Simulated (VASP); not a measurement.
A run of VASP 6.6.1 is set up as follows.

INCAR

```
PREC     = Accurate       # precision mode
ENCUT    = 520            # plane-wave cutoff, eV
EDIFF    = 1E-7           # SCF threshold, eV
ISMEAR   = -1             # smearing method
SIGMA    = 0.15           # smearing width, eV
LREAL    = F              # projectors in reciprocal space
LASPH    = T              # aspherical terms in the spheres
NELM     = 80             # most SCF steps
ALGO     = Normal         # electronic algorithm
ISIF     = 2              # what is computed and relaxed
LWAVE    = F              # write WAVECAR
LCHARG   = F              # write CHGCAR
NBANDS   = 30             # bands
```

Contents of KPOINTS:

```
regular mesh
0
Gamma
  12 12 12
```

File POSCAR:

```
Ni3Ge
1.0
    3.4905407518      0.0000000000      0.0000000000
    0.0000000000      3.4905407518      0.0000000000
    0.0000000000      0.0000000000      3.4905407518
Ni Ge
3 1
Direct
    0.5000000000      0.0000000000      0.5000000000
    0.0000000000      0.5000000000      0.5000000000
    0.5000000000      0.5000000000      0.0000000000
    0.0000000000      0.0000000000      0.0000000000
```

Potentials or basis: VASP PAW LDA potentials, release 64 (Ni, Ge_d).

Run with:

```sh
$ cat potpaw_LDA.64/Ni/POTCAR potpaw_LDA.64/Ge_d/POTCAR > POTCAR
$ mpirun -np 1 vasp_std > vasp.out
```

Predict the band gap on the k mesh.

zero (bands 22 and 23 overlap by 0.24 eV).

Estimate the pressure.

0.4 GPa.

Spin polarisation is off, so any magnetic state and its effect on volume and gap are missing.
